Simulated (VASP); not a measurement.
# Cd4S3 (P-43m) in VASP: relaxation of cell and atoms with PBE

Aim: the relaxation of cell and atoms of Cd4S3 with PBE.

Everything below comes from runs of VASP 6.6.1. Logs are shortened: lines on timing, memory, paths and dates and some standing lists are left out, and cuts for length are marked.

### 1 The cell of the first run

The structure is cubic, space group P-43m (No. 215). Conventional cell: a = 5.600 Å, b = 5.600 Å, c = 5.600 Å, α = 90.00°, β = 90.00°, γ = 90.00°. Within 3.3 Å of Cd (site symmetry 3m) lie 3 S at 2.50 Å. Within 3.3 Å of S (site symmetry -42m) lie 4 Cd at 2.50 Å.

### 2 Relaxation of cell and atoms, PBE (atoms taken out)

INCAR reads:

```
SYSTEM = Cd4S3
  ALGO = Normal
  EDIFF = 1E-7
  EDIFFG = -0.08
  ENCUT = 630
  GGA = PE
  GGA_COMPAT = .FALSE.
  IBRION = 2
  ISIF = 3
  ISMEAR = 0
  LASPH = .TRUE.
  LCHARG = .FALSE.
  LREAL = .FALSE.
  LWAVE = .FALSE.
  NELM = 120
  NELMIN = 4
  NSW = 36
  PREC = Accurate
  SIGMA = 0.2
```

KPOINTS reads:

```
k-points
0
G
  3 3 3
  0 0 0
```

POSCAR reads:

```
Cd4S3
1.0
    5.6000000000      0.0000000000      0.0000000000
    0.0000000000      5.6000000000      0.0000000000
    0.0000000000      0.0000000000      5.6000000000
Cd S
4 3
Direct
    0.7700000000      0.7700000000      0.2300000000
    0.7700000000      0.2300000000      0.7700000000
    0.2300000000      0.7700000000      0.7700000000
    0.2300000000      0.2300000000      0.2300000000
    0.5000000000      0.0000000000      0.5000000000
    0.0000000000      0.5000000000      0.5000000000
    0.5000000000      0.5000000000      0.0000000000
```

Potentials or basis: VASP PAW PBE potentials, release 64 (Cd_sv_GW, S).

The run is started by

```bash
$ cat potpaw_PBE.64/Cd_sv_GW/POTCAR potpaw_PBE.64/S/POTCAR > POTCAR
$ mpirun -np 1 vasp_std > vasp.out
```

OUTCAR:

```text
SYSTEM = Cd4S3
   EDIFF = 1E-7
   EDIFFG = -0.08
   ENCUT = 630
   GGA = PE
   IBRION = 2
   ISIF = 3
   ISMEAR = 0
   LASPH = .TRUE.
   LREAL = .FALSE.
   NELM = 120
   NELMIN = 4
   NSW = 36
   PREC = Accurate

 ion  position               nearest neighbor table
   1  0.770  0.770  0.230-   5 2.50   6 2.50   7 2.50
   2  0.770  0.230  0.770-   5 2.50   6 2.50   7 2.50
   3  0.230  0.770  0.770-   5 2.50   6 2.50   7 2.50
   4  0.230  0.230  0.230-   5 2.50   6 2.50   7 2.50
   5  0.500  0.000  0.500-   1 2.50   2 2.50   3 2.50   4 2.50
   6  0.000  0.500  0.500-   1 2.50   2 2.50   3 2.50   4 2.50
   7  0.500  0.500  0.000-   1 2.50   2 2.50   3 2.50   4 2.50

  LATTYP: Found a simple cubic cell.
 ALAT       =     5.6000000000

  Lattice vectors:

 A1 = (   5.6000000000,   0.0000000000,   0.0000000000)
 A2 = (   0.0000000000,   5.6000000000,   0.0000000000)
 A3 = (   0.0000000000,   0.0000000000,   5.6000000000)

Analysis of symmetry for initial positions (statically):
=====================================================================
 Subroutine PRICEL returns:
 Original cell was already a primitive cell.

 Routine SETGRP: Setting up the symmetry group for a
 simple cubic supercell.

 Subroutine GETGRP returns: Found 24 space group operations
 (whereof 24 operations were pure point group operations)
 out of a pool of 48 trial point group operations.

The static configuration has the point symmetry T_d .

Analysis of symmetry for dynamics (positions and initial velocities):
=====================================================================
 Subroutine PRICEL returns:
 Original cell was already a primitive cell.

 Routine SETGRP: Setting up the symmetry group for a
 simple cubic supercell.

 Subroutine GETGRP returns: Found 24 space group operations
 (whereof 24 operations were pure point group operations)
 out of a pool of 48 trial point group operations.

The dynamic configuration has the point symmetry T_d .

 Subroutine INISYM returns: Found 24 space group operations
 (whereof 24 operations are pure point group operations),
 and found     1 'primitive' translations

----------------------------------------------------------------------------------------

                                     Primitive cell

[... 65 lines left out ...]
   dimension x,y,z NGXF=    96 NGYF=   96 NGZF=   96
   ions per type =               4   3
   NGX,Y,Z   is equivalent  to a cutoff of  14.25, 14.25, 14.25 a.u.
   NGXF,Y,Z  is equivalent  to a cutoff of  28.50, 28.50, 28.50 a.u.
 SYSTEM =  Cd4S3
   PREC   = accura    normal or accurate (medium, high low for compatibility)
   ISTART =      0    job   : 0-new  1-cont  2-samecut
   ICHARG =      2    charge: 1-file 2-atom 10-const
   ISPIN  =      1    spin polarized calculation?
   LNONCOLLINEAR =      F non collinear calculations
   LSORBIT =      F    spin-orbit coupling
   LASPH  =      T    aspherical Exc in radial PAW
   ENCUT  =  630.0 eV  46.30 Ry    6.80 a.u.  11.46 11.46 11.46*2*pi/ulx,y,z
   NELM   =    120;   NELMIN=  4; NELMDL= -5     # of ELM steps
   EDIFF  = 0.1E-06   stopping-criterion for ELM
   LREAL  =      F    real-space projection
   EDIFFG = -.8E-01   stopping-criterion for IOM
   NSW    =     36    number of steps for IOM
   IBRION =      2    ionic relax: 0-MD 1-quasi-New 2-CG
   NFREE  =      1    steps in history (QN), initial steepest desc. (CG)
   ISIF   =      3    stress and relaxation
   ISYM   =      2    0-nonsym 1-usesym 2-fastsym
   POTIM  = 0.5000    time-step for ionic-motion
   TEBEG  =    0.0;   TEEND  =   0.0 temperature during run
   PSTRESS=    0.0 pullay stress
   NELECT =      98.0000    total number of electrons
   NUPDOWN=      -1.0000    fix difference up-down
   EMIN   =  10.00;   EMAX   =-10.00  energy-range for DOS
   EFERMI =   0.00;   METHOD = LEGACY
   ISMEAR =     0;   SIGMA  =   0.20  broadening in eV -4-tet -1-fermi 0-gaus
   EFERMI_NEDOS =   21; number of points for ismear=-14 and -15
   IALGO  =     38    algorithm
   IMIX   =      4    mixing-type and parameters
     AMIX     =   0.40;   BMIX     =  1.00
     AMIX_MAG =   1.60;   BMIX_MAG =  1.00
  volume/ion in A,a.u.               =      25.09       169.30
  Fermi-wavevector in a.u.,A,eV,Ry     =   1.347810  2.546992 24.716250  1.816593
  Thomas-Fermi vector in A             =   2.475531
   LORBIT       =      0    0 simple, 1 ext, 2 COOP (PROOUT), +10 PAW based schemes
   GGA     = PE    functional components
   LHFCALC =     F    Hartree Fock is set to
   AEXX    =    0.0000 exact exchange contribution
   IVDW    =     0    specifies the selected vdW correction
   LEPSILON=     F    determine dielectric tensor
   LRPA    =     F    only Hartree local field effects (RPA)
 conjugate gradient relaxation of ions
 non-spin polarized calculation
 Gauss-broadening in eV      SIGMA  =   0.20
  energy-cutoff  :      630.00
  volume of cell :      175.62
 maximum number of plane-waves:      6355
 NGX is ok and might be reduce to    48
   NGX = 23   NGY = 23   NGZ = 23

--------------------------------------- Ionic step        1  -------------------------------------------

 number of electron      98.0000030 magnetization

 Free energy of the ion-electron system (eV)
  ---------------------------------------------------
  ext. energy  EPLUGINS =         0.00000000
  ---------------------------------------------------
  free energy    TOTEN  =       -18.01835184 eV

  energy without entropy =      -18.01835177  energy(sigma->0) =      -18.01835181

------------------------ aborting loop because EDIFF is reached ----------------------------------------

  FORCE on cell =-STRESS in cart. coord.  units (eV):
  Direction    XX          YY          ZZ          XY          YZ          ZX
  --------------------------------------------------------------------------------------
  -------------------------------------------------------------------------------------
  Total        3.3149114      3.3149114      3.3149114     -0.0000000     -0.0000000     -0.0000000
  in kB       30.2425515     30.2425515     30.2425515     -0.0000000     -0.0000000     -0.0000000
  external PRESSURE =      30.2425515 kB  Pullay stress =       0.0000000 kB
[... 192 lines left out ...]
--------------------------------------- Ionic step        6  -------------------------------------------

 number of electron      98.0000032 magnetization

 Free energy of the ion-electron system (eV)
  ---------------------------------------------------
  ext. energy  EPLUGINS =         0.00000000
  ---------------------------------------------------
  free energy    TOTEN  =       -18.26768305 eV

  energy without entropy =      -18.26768305  energy(sigma->0) =      -18.26768305

 E-fermi :   3.8775     XC(G=0):  -9.5897

 val. band max:        3.0225182947   @ k =   0.3333   0.3333   0.0000
 cond. band min:       4.7150860606   @ k =   0.3333   0.0000   0.0000
 fundamental gap:      1.6925677659
 Fermi energy:         3.8775176643

 k-point     1 :       0.0000    0.0000    0.0000
  band No.  band energies     occupation
      1     -98.5175      2.00000
      2     -98.5171      2.00000
      3     -98.5171      2.00000
      4     -98.5171      2.00000
      5     -59.5763      2.00000
      6     -59.5763      2.00000
[... 267 lines left out ...]
  FREE ENERGIE OF THE ION-ELECTRON SYSTEM (eV)
  ---------------------------------------------------
  free  energy   TOTEN  =       -18.2676830523 eV

  energy  without entropy=      -18.2676830511  energy(sigma->0) =      -18.26768305

 reached required accuracy - stopping structural energy minimisation
```

OSZICAR:

```text
N       E                     dE             d eps       ncg     rms          rms(c)
DAV:   1     0.261923867892E+04    0.26192E+04   -0.59667E+04   544   0.235E+03
DAV:   2     0.364889486960E+03   -0.22543E+04   -0.21503E+04   464   0.981E+02
DAV:   3     0.126463250794E+02   -0.35224E+03   -0.33973E+03   736   0.437E+02
[... 86 lines left out ...]
DAV:  11    -0.182676860057E+02   -0.30956E-06   -0.64488E-06   836   0.312E-02    0.177E-02
DAV:  12    -0.182676849071E+02    0.10986E-05   -0.27870E-06   692   0.338E-02    0.580E-03
DAV:  13    -0.182676831712E+02    0.17360E-05   -0.30766E-07   416   0.144E-02    0.264E-03
DAV:  14    -0.182676830193E+02    0.15189E-06   -0.93066E-07   666   0.158E-02    0.168E-03
DAV:  15    -0.182676830523E+02   -0.32956E-07   -0.12793E-07   318   0.479E-03
   6 F= -.18267683E+02 E0= -.18267683E+02  d E =-.123126E+00
```

Run time: 8.7 min. Hardware: 1 thread of AMD EPYC 7R13 (Zen 3), shared host; peak memory 0.32 GiB.

Results:

* Free energy: -18.2677 eV
* Relaxed volume: 24.59 Å³/atom
* Relaxed cell: a = 5.562 Å, b = 5.562 Å, c = 5.562 Å, α = 90.00°, β = 90.00°, γ = 90.00°
* Space group after relaxing (to 0.1 Å): P-43m (No. 215)
* Energy gained by relaxing: 35.6 meV/atom
* Ionic steps: 6
* Pressure after relaxing: 0.1 GPa
* Largest force after relaxing: 0.038 eV/Å
* Band gap on the k mesh: 1.69 eV (least direct gap 2.01 eV)

Forces on the atoms (eV/Å):
```
Cd  -0.022 -0.022  0.022
Cd  -0.022  0.022 -0.022
Cd   0.022 -0.022 -0.022
Cd   0.022  0.022  0.022
S    0.000  0.000  0.000
S    0.000  0.000  0.000
S    0.000  0.000  0.000
```

The path:
| step | energy change (eV) | largest force (eV/Å) | pressure (GPa) | volume (Å³) |
| --- | --- | --- | --- | --- |
| 1 | 0.0000 | 0.7317 | 3.02 | 175.62 |
| 2 | -0.1171 | 0.1925 | -1.40 | 187.93 |
| 3 | -0.1262 | 0.3023 | -0.55 | 185.19 |
| 4 | -0.1499 | 0.2768 | -0.50 | 183.85 |
| 5 | -0.2075 | 0.1941 | -0.35 | 179.88 |
| 6 | -0.2493 | 0.0375 | 0.10 | 172.11 |

Final structure:
```cif
data_structure
_symmetry_space_group_name_H-M 'P 1'
_symmetry_Int_Tables_number 1
_cell_length_a 5.5625
_cell_length_b 5.5625
_cell_length_c 5.5625
_cell_angle_alpha 90.000
_cell_angle_beta 90.000
_cell_angle_gamma 90.000
_cell_volume 172.11
loop_
_atom_site_label
_atom_site_type_symbol
_atom_site_fract_x
_atom_site_fract_y
_atom_site_fract_z
_atom_site_occupancy
Cd1 Cd 0.78987 0.78987 0.21013 1
Cd2 Cd 0.78987 0.21013 0.78987 1
Cd3 Cd 0.21013 0.78987 0.78987 1
Cd4 Cd 0.21013 0.21013 0.21013 1
S1 S 0.50000 0.00000 0.50000 1
S2 S 0.00000 0.50000 0.50000 1
S3 S 0.50000 0.50000 0.00000 1
```

Caveat: the cell differs from its parent crystal (atoms taken out); an odd mesh through Γ misses points on the zone boundary, where band edges can lie; the relaxation stopped at a loose force limit of 0.08 eV/Å, so its end isn't a converged minimum.
